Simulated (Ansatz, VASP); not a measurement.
# Two plane-wave programs on Co2CuSe4

The input POSCAR:

```
Co2CuSe4
1.0
    0.0000000000      5.0501790000      5.0501790000
    5.0501790000      0.0000000000      5.0501790000
    5.0501790000      5.0501790000      0.0000000000
Cu Co Se
2 4 8
Direct
    0.1250000000      0.1250000000      0.1250000000
    0.8750000000      0.8750000000      0.8750000000
    0.5000000000      0.5000000000      0.5000000000
    0.0000000000      0.5000000000      0.5000000000
    0.5000000000      0.5000000000      0.0000000000
    0.5000000000      0.0000000000      0.5000000000
    0.2570000000      0.2570000000      0.2570000000
    0.2710000000      0.7430000000      0.7430000000
    0.2570000000      0.2570000000      0.7290000000
    0.7430000000      0.2710000000      0.7430000000
    0.7290000000      0.2570000000      0.2570000000
    0.7430000000      0.7430000000      0.7430000000
    0.2570000000      0.7290000000      0.2570000000
    0.7430000000      0.7430000000      0.2710000000
```

File INCAR.step1:

```
  ALGO = Normal
  EDIFF = 1E-4
  ENCUT = 520
  GGA = PE
  ISMEAR = -1
  LASPH = T
  LCHARG = F
  LREAL = F
  LWAVE = T
  NBANDS = 66
  NELM = 60
  PREC = Accurate
  SIGMA = 0.1
```

Contents of INCAR.step2:

```
  ALGO = Normal
  EDIFF = 1E-7
  ENCUT = 520
  ISIF = 2
  ISMEAR = -1
  ISTART = 1
  LASPH = T
  LCHARG = T
  LELF = T
  LMIXTAU = T
  LREAL = F
  LVHAR = T
  LWAVE = F
  METAGGA = R2SCAN
  NBANDS = 66
  NELM = 60
  PREC = Accurate
  SIGMA = 0.1
```

KPOINTS

```
k-points
0
Gamma
  6 6 6
```

Input for Ansatz:

```yaml
crystal:
  lattice:
    - [0.0, 5.050179, 5.050179]
    - [5.050179, 0.0, 5.050179]
    - [5.050179, 5.050179, 0.0]
  atoms:
    - { symbol: Cu, position: [0.125, 0.125, 0.125] }
    - { symbol: Cu, position: [0.875, 0.875, 0.875] }
    - { symbol: Co, position: [0.5, 0.5, 0.5] }
    - { symbol: Co, position: [0.0, 0.5, 0.5] }
    - { symbol: Co, position: [0.5, 0.5, 0.0] }
    - { symbol: Co, position: [0.5, 0.0, 0.5] }
    - { symbol: Se, position: [0.257, 0.257, 0.257] }
    - { symbol: Se, position: [0.271, 0.743, 0.743] }
    - { symbol: Se, position: [0.257, 0.257, 0.729] }
    - { symbol: Se, position: [0.743, 0.271, 0.743] }
    - { symbol: Se, position: [0.729, 0.257, 0.257] }
    - { symbol: Se, position: [0.743, 0.743, 0.743] }
    - { symbol: Se, position: [0.257, 0.729, 0.257] }
    - { symbol: Se, position: [0.743, 0.743, 0.271] }
  symmetry: { tolerance: 0.0003 }
kpoints:
  mp_grid: { grid: [6, 6, 6], shift: [0, 0, 0] }
  band_path:
    path:
      - [0.0, 0.0, 0.0]
      - [0.5, 0.0, 0.5]
      - [0.625, 0.25, 0.625]
      - [0.375, 0.375, 0.75]
      - [0.0, 0.0, 0.0]
      - [0.5, 0.5, 0.5]
      - [0.5, 0.25, 0.75]
      - [0.5, 0.0, 0.5]
    npoints: 10
magnetization:
  spin_polarized: false
scf:
  occupations: { method: fermi_dirac }
  lower_state_search: "off"
  max_iter: 200
hamiltonian:
  pseudopotentials: { kind: paw }
  xc: r2scan
basis:
  ecutwfc: 500
  fft_grid_basis: typed
output:
  forces: true
  stress: true
  eigenvalues: true
  bader: true
  populations: true
  elf: true
  write_potential: true
  volumetric_format: npy
  dos:
    e_range: [-12, 8]
    de: 0.05
    projected: { site_lists: { Co: [Co], Cu: [Cu], Se: [Se] } }
  write_density: true
checkpoint:
  read: saved_state
```

Alike in both runs: task single point; functional r2SCAN; k mesh 6 × 6 × 6; no spin polarisation.

|  | VASP | Ansatz |
| --- | --- | --- |
| version | VASP 6.6.1 | Ansatz 0.2.0 |
| potentials or method | VASP PAW PBE potentials, release 64 (Cu, Co, Se), cutoff 520 eV | PAW plane waves |
| occupations | fermi-dirac, width 0.1 eV | fermi-dirac |
| valence electrons in the cell | 106 | 234 |

```csv
,VASP,Ansatz,Ansatz less VASP
pressure (GPa),-5.2,-5.2,+0.04
rms of the force components (eV/Å),0.679,0.674,-0.0055
```

VASP's potentials were made for PBE, not for r2SCAN. Atom by atom the forces differ by 0.005 eV/Å (rms over components). VASP's potentials hold 106 valence electrons a cell and Ansatz's 234, so a difference there can come from the potentials and not from the codes.
